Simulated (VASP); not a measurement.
Runs of VASP 6.6.1 on CdHgS2. The structure is that of space group P-4m2 (No. 115), or close to it. The cells are those of the table. 

```csv
level,cell,gap on the mesh (eV),pressure (GPa)
PBE,"a = 4.181, b = 4.181, c = 5.884 Å, 4 atoms",0.27,(a)
PBE,"a = 4.219, b = 4.219, c = 5.942 Å, 4 atoms",(c),0.3
PBE,"a = 4.176, b = 4.176, c = 5.882 Å, 4 atoms",0.27,(b)
PBE,"a = 4.260, b = 4.260, c = 6.001 Å, 4 atoms",0.17,-1.2
r2SCAN,"a = 4.139, b = 4.139, c = 5.825 Å, 4 atoms",0.67,2.2
r2SCAN,"a = 4.181, b = 4.181, c = 5.884 Å, 4 atoms",0.61,0.3
r2SCAN,"a = 4.263, b = 4.263, c = 6.000 Å, 4 atoms",0.51,-2.8
r2SCAN,"a = 4.096, b = 4.096, c = 5.764 Å, 4 atoms",0.72,4.6
```

Alike in all rows: task single point; potentials or basis VASP PAW PBE potentials, release 64 (Cd, S, Hg); no spin polarisation; k mesh 6 × 6 × 4; cutoff (eV) 520; smearing gaussian 0.01 eV.

Problem. Estimate the missing entries.

Solution. (a) 1.8; (b) 2.0; (c) 0.22.

Caveats: spin-orbit coupling is left out, which moves the levels of the heavy elements; the PAW data sets were made with another functional, which shifts forces and pressure a little (some runs).

A k mesh can miss the band edges, and the runs leave out spin-orbit coupling on Cd, Hg.
